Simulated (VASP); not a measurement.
# Ti (Fm-3m) in VASP: settings compared

Aim: see how the results for Ti move with the level of theory and the settings. Levels: PBEsol+D3(BJ), PBEsol, r2SCAN. Tasks: single point, relaxation of cell and atoms.

Program: VASP 6.6.1. These are calculated values, not measurements. Logs are shortened: lines on timing, memory, paths and dates and some standing lists are left out, and cuts for length are marked.

### Step 1. The cell of the first run

It takes space group Fm-3m (No. 225, cubic). The conventional cell has a = 3.985 Å, b = 3.985 Å, c = 3.985 Å, α = 90.00°, β = 90.00°, γ = 90.00°. Within 3.7 Å of Ti (site symmetry m-3m) lie 12 Ti at 2.82 Å.

### Step 2. Single point, PBEsol+D3(BJ)

File INCAR:

```
ALGO     = Normal         # electronic algorithm
EDIFF    = 1E-6           # SCF threshold, eV
ENCUT    = 520            # plane-wave cutoff, eV
GGA      = PS             # functional
ISIF     = 2              # what is computed and relaxed
ISMEAR   = 0              # smearing method
IVDW     = 12             # dispersion correction
LASPH    = True           # aspherical terms in the spheres
LCHARG   = True           # write CHGCAR
LELF     = True           # ELF
LREAL    = False          # projectors in reciprocal space
LVHAR    = True         
LWAVE    = False          # write WAVECAR
NBANDS   = 12             # bands
NELM     = 100            # most SCF steps
PREC     = Accurate       # precision mode
SIGMA    = 0.1            # smearing width, eV
```

File KPOINTS:

```
k-points
0
Gamma
  13 13 13
```

File POSCAR:

```
Ti
1.0
    0.0000000000      1.9922851550      1.9922851550
    1.9922851550      0.0000000000      1.9922851550
    1.9922851550      1.9922851550      0.0000000000
Ti
1
Direct
    0.0000000000      0.0000000000      0.0000000000
```

Potentials or basis: VASP PAW PBE potentials, release 64 (Ti_sv).

Run with:

```console
cat potpaw_PBE.64/Ti_sv/POTCAR > POTCAR
mpirun -np 1 vasp_std > vasp.out
```

OUTCAR:

```text
EDIFF = 1E-6
   ENCUT = 520
   GGA = PS
   ISIF = 2
   ISMEAR = 0
   IVDW = 12
   LASPH = True
   LREAL = False
   NELM = 100
   PREC = Accurate
 IVDW          = 12

 ion  position               nearest neighbor table
   1  0.000  0.000  0.000-

  LATTYP: Found a face centered cubic cell.
 ALAT       =     3.9845703100

  Lattice vectors:

 A1 = (   0.0000000000,   1.9922851550,   1.9922851550)
 A2 = (   1.9922851550,   0.0000000000,   1.9922851550)
 A3 = (   1.9922851550,   1.9922851550,   0.0000000000)

Analysis of symmetry for initial positions (statically):
=====================================================================
 Subroutine PRICEL returns:
 Original cell was already a primitive cell.

 Routine SETGRP: Setting up the symmetry group for a
 face centered cubic supercell.

 Subroutine GETGRP returns: Found 48 space group operations
 (whereof 48 operations were pure point group operations)
 out of a pool of 48 trial point group operations.

The static configuration has the point symmetry O_h .

Analysis of symmetry for dynamics (positions and initial velocities):
=====================================================================
 Subroutine PRICEL returns:
 Original cell was already a primitive cell.

 Routine SETGRP: Setting up the symmetry group for a
 face centered cubic supercell.

 Subroutine GETGRP returns: Found 48 space group operations
 (whereof 48 operations were pure point group operations)
 out of a pool of 48 trial point group operations.

The dynamic configuration has the point symmetry O_h .

 Subroutine INISYM returns: Found 48 space group operations
 (whereof 48 operations are pure point group operations),
 and found     1 'primitive' translations

----------------------------------------------------------------------------------------

                                     Primitive cell

  volume of cell :      15.8156

  direct lattice vectors                    reciprocal lattice vectors
     0.000000000  1.992285155  1.992285155    -0.250968090  0.250968090  0.250968090
     1.992285155  0.000000000  1.992285155     0.250968090 -0.250968090  0.250968090
     1.992285155  1.992285155  0.000000000     0.250968090  0.250968090 -0.250968090

  length of vectors
     2.817516686  2.817516686  2.817516686     0.434689483  0.434689483  0.434689483

  position of ions in fractional coordinates (direct lattice)
     0.000000000  0.000000000  0.000000000

  ion indices of the primitive-cell ions
   primitive index   ion index
                 1           1

----------------------------------------------------------------------------------------

 KPOINTS: k-points

Automatic generation of k-mesh.
 Grid dimensions read from file:
 generate k-points for:   13   13   13

 Generating k-lattice:

  Cartesian coordinates                     Fractional coordinates (reciprocal lattice)
    -0.019305238  0.019305238  0.019305238     0.076923077  0.000000000  0.000000000
     0.019305238 -0.019305238  0.019305238     0.000000000  0.076923077  0.000000000
     0.019305238  0.019305238 -0.019305238     0.000000000  0.000000000  0.076923077

  Length of vectors
     0.033437653  0.033437653  0.033437653

  Shift w.r.t. Gamma in fractional coordinates (k-lattice)
     0.000000000  0.000000000  0.000000000

 Subroutine IBZKPT returns following result:
 ===========================================

 Found     84 irreducible k-points:

 Following reciprocal coordinates:
            Coordinates               Weight
  0.000000  0.000000  0.000000      1.000000
  0.076923  0.000000  0.000000      8.000000
  0.153846  0.000000  0.000000      8.000000
  0.230769  0.000000  0.000000      8.000000
  0.307692  0.000000  0.000000      8.000000
  0.384615  0.000000  0.000000      8.000000
[... 16 lines left out ...]
  0.384615  0.153846  0.000000     24.000000
  0.461538  0.153846  0.000000     24.000000
 [... further k-points ...]
   k-points           NKPTS =     84   k-points in BZ     NKDIM =     84   number of bands    NBANDS=     12
   number of dos      NEDOS =    301   number of ions     NIONS =      1
   total plane-waves  NPLWV =  13824
   dimension x,y,z NGX =    24 NGY =   24 NGZ =   24
   dimension x,y,z NGXF=    48 NGYF=   48 NGZF=   48
   ions per type =               1
   NGX,Y,Z   is equivalent  to a cutoff of  14.16, 14.16, 14.16 a.u.
   NGXF,Y,Z  is equivalent  to a cutoff of  28.32, 28.32, 28.32 a.u.
 SYSTEM =  unknown system
   PREC   = accura    normal or accurate (medium, high low for compatibility)
   ISTART =      0    job   : 0-new  1-cont  2-samecut
   ICHARG =      2    charge: 1-file 2-atom 10-const
   ISPIN  =      1    spin polarized calculation?
   LNONCOLLINEAR =      F non collinear calculations
   LSORBIT =      F    spin-orbit coupling
   LASPH  =      T    aspherical Exc in radial PAW
   ENCUT  =  520.0 eV  38.22 Ry    6.18 a.u.   5.24  5.24  5.24*2*pi/ulx,y,z
   NELM   =    100;   NELMIN=  2; NELMDL= -5     # of ELM steps
   EDIFF  = 0.1E-05   stopping-criterion for ELM
   LREAL  =      F    real-space projection
   EDIFFG = 0.1E-04   stopping-criterion for IOM
   NSW    =      0    number of steps for IOM
   IBRION =     -1    ionic relax: 0-MD 1-quasi-New 2-CG
   NFREE  =      0    steps in history (QN), initial steepest desc. (CG)
   ISIF   =      2    stress and relaxation
   ISYM   =      2    0-nonsym 1-usesym 2-fastsym
   POTIM  = 0.5000    time-step for ionic-motion
   TEBEG  =    0.0;   TEEND  =   0.0 temperature during run
   PSTRESS=    0.0 pullay stress
   NELECT =      12.0000    total number of electrons
   NUPDOWN=      -1.0000    fix difference up-down
   EMIN   =  10.00;   EMAX   =-10.00  energy-range for DOS
   EFERMI =   0.00;   METHOD = LEGACY
   ISMEAR =     0;   SIGMA  =   0.10  broadening in eV -4-tet -1-fermi 0-gaus
   EFERMI_NEDOS =   21; number of points for ismear=-14 and -15
   IALGO  =     38    algorithm
   IMIX   =      4    mixing-type and parameters
     AMIX     =   0.40;   BMIX     =  1.00
     AMIX_MAG =   1.60;   BMIX_MAG =  1.00
  volume/ion in A,a.u.               =      15.82       106.73
  Fermi-wavevector in a.u.,A,eV,Ry     =   1.493163  2.821668 30.334656  2.229534
  Thomas-Fermi vector in A             =   2.605598
   LORBIT       =      0    0 simple, 1 ext, 2 COOP (PROOUT), +10 PAW based schemes
   GGA     = PS    functional components
   LHFCALC =     F    Hartree Fock is set to
   AEXX    =    0.0000 exact exchange contribution
   IVDW    =    12    specifies the selected vdW correction
   LEPSILON=     F    determine dielectric tensor
   LRPA    =     F    only Hartree local field effects (RPA)
 non-spin polarized calculation
 Gauss-broadening in eV      SIGMA  =   0.10
  energy-cutoff  :      520.00
  volume of cell :       15.82
 maximum number of plane-waves:       440
 NGX is ok and might be reduce to    24
   NGX = 11   NGY = 11   NGZ = 11

 number of electron      11.9999998 magnetization

 Free energy of the ion-electron system (eV)
  ---------------------------------------------------
  ext. energy  EPLUGINS =         0.00000000
  ---------------------------------------------------
  free energy    TOTEN  =        -8.27332734 eV

  energy without entropy =       -8.26708981  energy(sigma->0) =       -8.27020857

 E-fermi :   9.1052     XC(G=0): -12.0916

 val. band max:        9.0820213738   @ k =   0.3846   0.0769   0.0000
 cond. band min:       9.1141504593   @ k =  -0.3846   0.3077   0.1538
 fundamental gap:      0.0321290855
 Fermi energy:         9.1052468259

 k-point     1 :       0.0000    0.0000    0.0000
  band No.  band energies     occupation
      1     -47.2116      2.00000
      2     -23.0374      2.00000
      3     -23.0374      2.00000
      4     -23.0374      2.00000
      5       2.8142      2.00000
      6      10.0466      0.00000
      7      10.0466      0.00000
      8      10.0466      0.00000
      9      11.8931      0.00000
     10      11.8931      0.00000
     11      24.9083      0.00000
     12      29.8112      0.00000

 k-point     2 :       0.0769    0.0000    0.0000
  band No.  band energies     occupation
      1     -47.2014      2.00000
      2     -23.0923      2.00000
      3     -23.0441      2.00000
      4     -23.0441      2.00000
      5       3.0235      2.00000
      6       9.9135      0.00000
      7      10.1237      0.00000
      8      10.1237      0.00000
      9      11.8420      0.00000
     10      11.8420      0.00000
     11      25.1135      0.00000
     12      28.4001      0.00000

 k-point     3 :       0.1538    0.0000    0.0000
  band No.  band energies     occupation
      1     -47.1729      2.00000
      2     -23.2425      2.00000
      3     -23.0625      2.00000
      4     -23.0625      2.00000
      5       3.6188      2.00000
      6       9.5858      0.00000
      7      10.2897      0.00000
      8      10.2897      0.00000
      9      11.7688      0.00000
     10      11.7688      0.00000
     11      25.2800      0.00000
     12      26.3988      0.00000
[... 286 lines left out ...]
 k-point    23 :       0.3846    0.1538    0.0000
  band No.  band energies     occupation
      1     -47.0538      2.00000
      2     -23.7148      2.00000
      3     -23.2098      2.00000
      4     -23.1921      2.00000
      5       6.2016      2.00000
      6       8.5738      2.00000
      7       9.7214      0.00000
      8      10.6959      0.00000
      9      12.6867      0.00000
     10      12.9529      0.00000
     11      21.0920      0.00000
     12      25.2130      0.00000

 k-point    24 :       0.4615    0.1538    0.0000
  band No.  band energies     occupation
      1     -47.0256      2.00000
      2     -23.8358      2.00000
      3     -23.2534      2.00000
      4     -23.1992      2.00000
      5       6.7182      2.00000
      6       8.6744      2.00000
      7       9.6613      0.00000
      8      10.5234      0.00000
      9      13.1754      0.00000
     10      13.6481      0.00000
     11      19.1966      0.00000
     12      24.5688      0.00000

 [... further k-points ...]

------------------------ aborting loop because EDIFF is reached ----------------------------------------

 Edisp (eV)   -0.65933

 E8    (eV) :    -0.4613

  FORCE on cell =-STRESS in cart. coord.  units (eV):
  Direction    XX          YY          ZZ          XY          YZ          ZX
  --------------------------------------------------------------------------------------
  -------------------------------------------------------------------------------------
  Total      -0.03485    -0.03485    -0.03485    -0.00000     0.00000     0.00000
  in kB      -3.53069    -3.53069    -3.53069    -0.00000     0.00000     0.00000
  external pressure =       -3.53 kB  Pullay stress =        0.00 kB

 VOLUME and BASIS-vectors are now :
 -----------------------------------------------------------------------------
  energy-cutoff  :      520.00
  volume of cell :       15.82
      direct lattice vectors                 reciprocal lattice vectors
     0.000000000  1.992285155  1.992285155    -0.250968090  0.250968090  0.250968090
     1.992285155  0.000000000  1.992285155     0.250968090 -0.250968090  0.250968090
     1.992285155  1.992285155  0.000000000     0.250968090  0.250968090 -0.250968090

 POSITION                                       TOTAL-FORCE (eV/Angst)
 -----------------------------------------------------------------------------------
      0.00000      0.00000      0.00000         0.000000      0.000000     -0.000000
 -----------------------------------------------------------------------------------
    total drift:                               -0.000000     -0.000000     -0.000000

  FREE ENERGIE OF THE ION-ELECTRON SYSTEM (eV)
  ---------------------------------------------------
  free  energy   TOTEN  =        -8.9326569251 eV

  energy  without entropy=       -8.9264193960  energy(sigma->0) =       -8.92953816
```

Run time: 9.4 s. Hardware: 1 thread of AMD EPYC 9R45 (Zen 5), shared host; peak memory 0.12 GiB.

Results:

```yaml
Free_energy: -8.9327 eV
Pressure: -0.4 GPa
Band_gap_on_the_k_mesh: zero (band 6 reaches 10.05 eV, above the bottom of band 7 at 8.56 eV)
Dispersion_energy_per_atom: -0.659 eV
```

Caveat: the PAW data sets were made with another functional, which shifts forces and pressure a little; pairwise dispersion overbinds metals, which lowers pressure and volume.

(Continued in part 2 of 2.)
